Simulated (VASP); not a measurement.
# AgI (P6_3mc) in VASP: further runs

Aim: see how the results for AgI move with the level of theory and the settings. Levels: PBE, PBE0. Tasks: single point.

All numbers are computed with VASP 6.6.1; they aren't measurements. Logs are shortened: lines on timing, memory, paths and dates and some standing lists are left out, and cuts for length are marked.

### Step 1. The cell of the first run

Symmetry: P6_3mc, No. 186, hexagonal system. The conventional cell has a = 4.651 Å, b = 4.651 Å, c = 7.599 Å, α = 90.00°, β = 90.00°, γ = 120.00°. Within 3.8 Å of Ag (site symmetry 3m) lie 4 I at 2.85 Å. Within 3.8 Å of I (site symmetry 3m) lie 4 Ag at 2.85 Å.

### Step 2. Single point, PBE, non-collinear spin, zero start, spin-orbit coupling

Contents of INCAR:

```
ALGO = Normal ; EDIFF = 1E-6
ENCUT = 500 ; GGA = PE
GGA_COMPAT = F ; ISIF = 2
ISMEAR = 0 ; LASPH = T
LCHARG = F ; LMAXMIX = 4
LNONCOLLINEAR = T ; LORBIT = 11
LORBMOM = T ; LREAL = F
LSORBIT = T ; LWAVE = F
MAGMOM = 0 0 0 0 0 0 0 0 0 0 0 0 ; NBANDS = 50
NELM = 200 ; PREC = Accurate
SIGMA = 0.01
```

Contents of KPOINTS:

```
k-points
0
Gamma
  6 6 4
```

Contents of POSCAR:

```
AgI
1.0
    4.6508441734      0.0000000000      0.0000000000
   -2.3254220867      4.0277492032      0.0000000000
    0.0000000000      0.0000000000      7.5992557289
Ag I
2 2
Direct
    0.3333333333      0.6666666667      0.0000049601
    0.6666666667      0.3333333333      0.5000049601
    0.3333333333      0.6666666667      0.3749950399
    0.6666666667      0.3333333333      0.8749950399
```

Potentials or basis: VASP PAW PBE potentials, release 64 (Ag, I).

Started as:

```
$ cat potpaw_PBE.64/Ag/POTCAR potpaw_PBE.64/I/POTCAR > POTCAR
$ mpirun -np 1 vasp_ncl > vasp.out
```

OUTCAR:

```text
EDIFF = 1E-6
   ENCUT = 500
   GGA = PE
   ISIF = 2
   ISMEAR = 0
   LASPH = T
   LNONCOLLINEAR = T
   LORBIT = 11
   LREAL = F
   LSORBIT = T
   NELM = 200
   PREC = Accurate

 ion  position               nearest neighbor table
   1  0.333  0.667  0.000-   4 2.85   4 2.85   4 2.85   3 2.85
   2  0.667  0.333  0.500-   3 2.85   3 2.85   3 2.85   4 2.85
   3  0.333  0.667  0.375-   2 2.85   2 2.85   2 2.85   1 2.85
   4  0.667  0.333  0.875-   1 2.85   1 2.85   1 2.85   2 2.85

  LATTYP: Found a hexagonal cell.
 ALAT       =     4.6508441734
 C/A-ratio  =     1.6339519119

  Lattice vectors:

 A1 = (   4.6508441734,   0.0000000000,   0.0000000000)
 A2 = (  -2.3254220867,   4.0277492032,   0.0000000000)
 A3 = (   0.0000000000,   0.0000000000,   7.5992557289)

Analysis of symmetry for initial positions (statically):
=====================================================================
 Subroutine PRICEL returns:
 Original cell was already a primitive cell.

 Routine SETGRP: Setting up the symmetry group for a
 hexagonal supercell.

 Subroutine GETGRP returns: Found 12 space group operations
 (whereof  6 operations were pure point group operations)
 out of a pool of 24 trial point group operations.

The static configuration has the point symmetry C_3v.
 The point group associated with its full space group is C_6v.

Analysis of symmetry for dynamics (positions and initial velocities):
=====================================================================
 Subroutine PRICEL returns:
 Original cell was already a primitive cell.

 Routine SETGRP: Setting up the symmetry group for a
 hexagonal supercell.

 Subroutine GETGRP returns: Found 12 space group operations
 (whereof  6 operations were pure point group operations)
 out of a pool of 24 trial point group operations.

The dynamic configuration has the point symmetry C_3v.
 The point group associated with its full space group is C_6v.

Analysis of structural, dynamic, and magnetic symmetry:
=====================================================================
 Subroutine PRICEL returns:
 Original cell was already a primitive cell.

 Routine SETGRP: Setting up the symmetry group for a
 hexagonal supercell.

 Subroutine GETGRP returns: Found 12 space group operations
 (whereof  6 operations were pure point group operations)
 out of a pool of 24 trial point group operations.

The overall configuration has the point symmetry C_3v.
 The point group associated with its full space group is C_6v.

 Subroutine INISYM returns: Found 12 space group operations
 (whereof  6 operations are pure point group operations),
 and found     1 'primitive' translations

----------------------------------------------------------------------------------------

                                     Primitive cell

  volume of cell :     142.3526

  direct lattice vectors                    reciprocal lattice vectors
     4.650844173  0.000000000  0.000000000     0.215014729  0.124138812  0.000000000
    -2.325422087  4.027749203  0.000000000     0.000000000  0.248277623  0.000000000
     0.000000000  0.000000000  7.599255729     0.000000000  0.000000000  0.131591834

  length of vectors
     4.650844173  4.650844173  7.599255729     0.248277623  0.248277623  0.131591834

  position of ions in fractional coordinates (direct lattice)
     0.333333333  0.666666667  0.000004960
     0.666666667  0.333333333  0.500004960
     0.333333333  0.666666667  0.374995040
     0.666666667  0.333333333  0.874995040

  ion indices of the primitive-cell ions
   primitive index   ion index
                 1           1
                 2           2
                 3           3
                 4           4

----------------------------------------------------------------------------------------

 KPOINTS: k-points

Automatic generation of k-mesh.
 Grid dimensions read from file:
 generate k-points for:    6    6    4

 Generating k-lattice:

  Cartesian coordinates                     Fractional coordinates (reciprocal lattice)
     0.035835788  0.020689802  0.000000000     0.166666667  0.000000000  0.000000000
     0.000000000  0.041379604  0.000000000     0.000000000  0.166666667  0.000000000
     0.000000000  0.000000000  0.032897959     0.000000000  0.000000000  0.250000000

  Length of vectors
     0.041379604  0.041379604  0.032897959

  Shift w.r.t. Gamma in fractional coordinates (k-lattice)
     0.000000000  0.000000000  0.000000000

 Subroutine IBZKPT returns following result:
 ===========================================
[... 62 lines left out ...]
   EFERMI =   0.00;   METHOD = LEGACY
   ISMEAR =     0;   SIGMA  =   0.01  broadening in eV -4-tet -1-fermi 0-gaus
   EFERMI_NEDOS =   21; number of points for ismear=-14 and -15
   IALGO  =     38    algorithm
   IMIX   =      4    mixing-type and parameters
     AMIX     =   0.40;   BMIX     =  1.00
     AMIX_MAG =   1.60;   BMIX_MAG =  1.00
  volume/ion in A,a.u.               =      35.59       240.16
  Fermi-wavevector in a.u.,A,eV,Ry     =   1.035271  1.956378 14.582525  1.071785
  Thomas-Fermi vector in A             =   2.169606
   LORBIT       =     11    0 simple, 1 ext, 2 COOP (PROOUT), +10 PAW based schemes
   GGA     = PE    functional components
   LHFCALC =     F    Hartree Fock is set to
   AEXX    =    0.0000 exact exchange contribution
   IVDW    =     0    specifies the selected vdW correction
   LEPSILON=     F    determine dielectric tensor
   LRPA    =     F    only Hartree local field effects (RPA)
 Gauss-broadening in eV      SIGMA  =   0.01
  energy-cutoff  :      500.00
  volume of cell :      142.35
 maximum number of plane-waves:      7314
 NGX is ok and might be reduce to    36
   NGX = 17   NGY = 17   NGZ = 27

 number of electron      36.0000000 magnetization       0.0000000      0.0000000      0.0000000

 number of electron      36.0000001 magnetization      -0.0000000     -0.0000000     -0.0000000

 number of electron      36.0000001 magnetization       0.0000000     -0.0000000     -0.0000000

 number of electron      36.0000001 magnetization       0.0000000     -0.0000000      0.0000000

 Free energy of the ion-electron system (eV)
  ---------------------------------------------------
  ext. energy  EPLUGINS =         0.00000000
  ---------------------------------------------------
  free energy    TOTEN  =        -9.88075492 eV

  energy without entropy =       -9.88075492  energy(sigma->0) =       -9.88075492

 E-fermi :   3.0300     XC(G=0):  -8.2516

 val. band max:        2.9341641319   @ k =   0.0000   0.0000   0.0000
 cond. band min:       4.0792246020   @ k =   0.0000   0.0000   0.0000
 fundamental gap:      1.1450604701
 Fermi energy:         3.0299696631

 k-point     1 :       0.0000    0.0000    0.0000
  band No.  band energies     occupation
      1      -9.8822      1.00000
      2      -9.8822      1.00000
      3      -9.6193      1.00000
      4      -9.6193      1.00000
      5      -1.3995      1.00000
      6      -1.3995      1.00000
[... 1213 lines left out ...]
     47       9.5447      0.00000
     48       9.5447      0.00000

 [... further k-points ...]

 [bands above 48 left out]

------------------------ aborting loop because EDIFF is reached ----------------------------------------

  FORCE on cell =-STRESS in cart. coord.  units (eV):
  Direction    XX          YY          ZZ          XY          YZ          ZX
  --------------------------------------------------------------------------------------
  -------------------------------------------------------------------------------------
  Total        0.5303439      0.5303439      0.5581350      0.0000000      0.0000000      0.0000000
  in kB        5.9690184      5.9690184      6.2818063      0.0000000      0.0000000      0.0000000
  external PRESSURE =       6.0732810 kB  Pullay stress =       0.0000000 kB

 VOLUME and BASIS-vectors are now :
 -----------------------------------------------------------------------------
  energy-cutoff  :      500.00
  volume of cell :      142.35
      direct lattice vectors                 reciprocal lattice vectors
     4.650844173  0.000000000  0.000000000     0.215014729  0.124138812  0.000000000
    -2.325422087  4.027749203  0.000000000     0.000000000  0.248277623  0.000000000
     0.000000000  0.000000000  7.599255729     0.000000000  0.000000000  0.131591834

 POSITION                                       TOTAL-FORCE (eV/Angst)
 -----------------------------------------------------------------------------------
     -0.00000      2.68517      0.00004         0.000000      0.000000     -0.000500
      2.32542      1.34258      3.79967        -0.000000     -0.000000     -0.000500
     -0.00000      2.68517      2.84968        -0.000000      0.000000      0.000500
      2.32542      1.34258      6.64931         0.000000     -0.000000      0.000500
 -----------------------------------------------------------------------------------
    total drift:                               -0.000000      0.000000      0.000655

  FREE ENERGIE OF THE ION-ELECTRON SYSTEM (eV)
  ---------------------------------------------------
  free  energy   TOTEN  =        -9.8807549153 eV

  energy  without entropy=       -9.8807549153  energy(sigma->0) =       -9.88075492

 orbital moment (x)

 # of ion     p       d       tot
 ----------------------------------------
  1        -0.000   0.000   0.000
  2         0.000  -0.000  -0.000
  3         0.000   0.000   0.000
  4         0.000  -0.000  -0.000
 ----------------------------------------
            0.000   0.000   0.000

 orbital moment (y)

 # of ion     p       d       tot
 ----------------------------------------
  1        -0.000  -0.000  -0.000
  2         0.000   0.000   0.000
  3        -0.000   0.000  -0.000
  4         0.000   0.000   0.000
 ----------------------------------------
            0.000   0.000   0.000

 orbital moment (z)

 # of ion     p       d       tot
 ----------------------------------------
  1         0.000   0.000   0.000
  2         0.000   0.000   0.000
  3         0.000   0.000   0.000
  4         0.000  -0.000  -0.000
 ----------------------------------------
            0.000   0.000   0.000

 Spin-Orbit-Coupling matrix elements

 Ion:    1  E_soc:     -0.0450858
 l=   1
     0.0000000    -0.0018259    -0.0018529
    -0.0018259     0.0000000    -0.0018259
    -0.0018529    -0.0018259     0.0000000
 l=   2
     0.0000000    -0.0011277     0.0000000    -0.0011277    -0.0045720
    -0.0011277     0.0000000    -0.0034248    -0.0011055    -0.0011277
     0.0000000    -0.0034248     0.0000000    -0.0034248     0.0000000
    -0.0011277    -0.0011055    -0.0034248     0.0000000    -0.0011277
    -0.0045720    -0.0011277     0.0000000    -0.0011277     0.0000000
 l=   3
     0.0000000     0.0000000     0.0000000     0.0000000     0.0000000     0.0000000     0.0000000
     0.0000000     0.0000000     0.0000000     0.0000000     0.0000000     0.0000000     0.0000000
     0.0000000     0.0000000     0.0000000     0.0000000     0.0000000     0.0000000     0.0000000
     0.0000000     0.0000000     0.0000000     0.0000000     0.0000000     0.0000000     0.0000000
[... 49 lines left out ...]
 l=   2
     0.0000000    -0.0000161     0.0000000    -0.0000161    -0.0000905
    -0.0000161     0.0000000    -0.0000683    -0.0000096    -0.0000161
     0.0000000    -0.0000683     0.0000000    -0.0000683     0.0000000
    -0.0000161    -0.0000096    -0.0000683     0.0000000    -0.0000161
    -0.0000905    -0.0000161     0.0000000    -0.0000161     0.0000000
 l=   3
     0.0000000     0.0000000     0.0000000     0.0000000     0.0000000     0.0000000     0.0000000
     0.0000000     0.0000000     0.0000000     0.0000000     0.0000000     0.0000000     0.0000000
     0.0000000     0.0000000     0.0000000     0.0000000     0.0000000     0.0000000     0.0000000
     0.0000000     0.0000000     0.0000000     0.0000000     0.0000000     0.0000000     0.0000000
     0.0000000     0.0000000     0.0000000     0.0000000     0.0000000     0.0000000     0.0000000
     0.0000000     0.0000000     0.0000000     0.0000000     0.0000000     0.0000000     0.0000000
     0.0000000     0.0000000     0.0000000     0.0000000     0.0000000     0.0000000     0.0000000

 total charge

# of ion       s       p       d       tot
------------------------------------------
    1        0.294   0.206   9.299   9.799
    2        0.294   0.206   9.299   9.799
    3        1.499   2.753   0.031   4.283
    4        1.499   2.753   0.031   4.283
--------------------------------------------------
tot          3.587   5.919  18.660  28.165

 magnetization (x)

# of ion       s       p       d       tot
------------------------------------------
    1        0.000   0.000  -0.000   0.000
    2        0.000   0.000   0.000   0.000
    3       -0.000  -0.000  -0.000  -0.000
    4        0.000   0.000   0.000   0.000
--------------------------------------------------
tot          0.000   0.000  -0.000   0.000

 magnetization (y)

# of ion       s       p       d       tot
------------------------------------------
    1        0.000   0.000  -0.000  -0.000
    2        0.000   0.000   0.000   0.000
    3       -0.000   0.000  -0.000  -0.000
    4        0.000   0.000   0.000   0.000
--------------------------------------------------
tot         -0.000   0.000  -0.000  -0.000

 magnetization (z)

# of ion       s       p       d       tot
------------------------------------------
    1       -0.000  -0.000   0.000  -0.000
    2       -0.000  -0.000   0.000  -0.000
    3       -0.000   0.000   0.000   0.000
    4        0.000  -0.000   0.000  -0.000
--------------------------------------------------
tot         -0.000  -0.000   0.000  -0.000
```

Wall time 6.8 min (1 thread of Intel Xeon Platinum 8488C (Sapphire Rapids), shared host); peak memory 0.68 GiB.

Results:

- Free energy: -9.8808 eV
- Pressure: 0.6 GPa
- Net moment: 0.00 μB per cell
- Valence electrons inside the program's atomic spheres: Ag 9.80; I 4.28

Moments on the atoms (μB; x, y, z):
```
Ag  0.00 0.00 0.00
Ag  0.00 0.00 0.00
I   0.00 0.00 0.00
I   0.00 0.00 0.00
```

### Step 3. Single point, PBE0

POSCAR is that of step 2.

Contents of INCAR.step1:

```
SYSTEM = AgI
PREC = Accurate
ENCUT = 400
EDIFF = 1E-5
ISMEAR = 0
SIGMA = 0.01
LREAL = .False.
LASPH = .True.
NELM = 120
ALGO = Normal
ISIF = 2
LWAVE = .True.
LCHARG = .False.
NBANDS = 26
GGA = PE
GGA_COMPAT = .False.
KPAR = 4
```

Contents of INCAR.step2:

```
SYSTEM = AgI
PREC = Accurate
ENCUT = 400
EDIFF = 1E-6
ISMEAR = 0
SIGMA = 0.01
LREAL = .False.
LASPH = .True.
NELM = 120
ALGO = Normal
ISIF = 2
LWAVE = .False.
LCHARG = .False.
GGA = PE
LHFCALC = .True.
AEXX = 0.25
PRECFOCK = Normal
NBANDS = 26
ISTART = 1
GGA_COMPAT = .False.
KPAR = 4
```

Contents of KPOINTS:

```
Automatic mesh
0
Gamma
  6 6 2
  0 0 0
```

Potentials or basis: VASP PAW PBE potentials, release 64 (Ag, I).

Started as:

```
$ cat potpaw_PBE.64/Ag/POTCAR potpaw_PBE.64/I/POTCAR > POTCAR
$ cp INCAR.step1 INCAR
$ mpirun -np 4 vasp_std > vasp.out
$ cp INCAR.step2 INCAR
$ mpirun -np 4 vasp_std > vasp.out
```

It took 20 min on 4 MPI ranks of Intel Xeon Platinum 8488C (Sapphire Rapids), shared host; peak memory 0.26 GiB.

The run converged. Its results:

```yaml
Free_energy: -12.5537 eV
Pressure: 0.2 GPa
Band_gap_on_the_k_mesh: 3.18 eV
```

Levels at points of the mesh, in eV from the valence-band top:
| k point | band 15 | band 16 | band 17 | band 18 | band 19 | band 20 | band 21 | band 22 |
| --- | --- | --- | --- | --- | --- | --- | --- | --- |
| (0.00, 0.00, 0.00) | -0.72 | -0.07 | 0.00 | 0.00 | 3.18 | 4.52 | 7.70 | 7.70 |
| (0.50, 0.00, 0.00) | -2.31 | -1.82 | -1.07 | -0.73 | 5.23 | 5.46 | 6.59 | 7.81 |
| (0.00, 0.00, 0.50) | -0.37 | -0.37 | -0.37 | -0.37 | 4.50 | 4.50 | 7.50 | 7.50 |
| (0.50, 0.00, 0.50) | -1.27 | -1.27 | -1.26 | -1.26 | 5.12 | 5.12 | 6.74 | 6.74 |

Caveat: the PAW data sets were made with another functional, which shifts forces and pressure a little; spin-orbit coupling is left out, which moves the levels of the heavy elements.
